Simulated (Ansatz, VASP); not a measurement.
## One calculation of Ni, two programs

```xyz
2
Lattice="0.0000 3.4500 3.4500 1.7250 0.0000 1.7250 1.7250 1.7250 0.0000" Properties=species:S:1:pos:R:3 pbc="T T T"
Ni    0.0000    0.0000    0.0000
Ni    0.0000    1.7250    1.7250
```

Alike in both runs: task single point; functional PBE; k mesh 7 × 14 × 14; occupations gaussian, width 0.1 eV; collinear spin.

|  | VASP | Ansatz |
| --- | --- | --- |
| version | VASP 6.6.1 | Ansatz 0.2.0 |
| potentials or method | VASP PAW PBE potentials, release 64 (Ni), cutoff 520 eV | PAW, plane waves, scalar-relativistic |
| valence electrons in the cell | 20 | 36 |

Ansatz gave:

- pressure (GPa): 13.3
- traceless stress, the component that is largest in VASP (GPa): 0.00
- net moment per atom (μB): 0.57
- size of the moment on the site where the two differ most (μB): 0.61

Task: Which values does VASP return?

Result: Pressure (GPa): 12.3; traceless stress, the component that is largest in VASP (GPa): -0.13; net moment per atom (μB): 0.00; size of the moment on the site where the two differ most (μB): 0.22.

The net moments are unlike, so the other rows may belong to different states. Site moments also hang on the region over which each program counts them. VASP's potentials hold 20 valence electrons a cell and Ansatz's 36, so a difference there can come from the potentials and not from the codes. Ansatz's warnings: look outside group, seeded moment not kept.
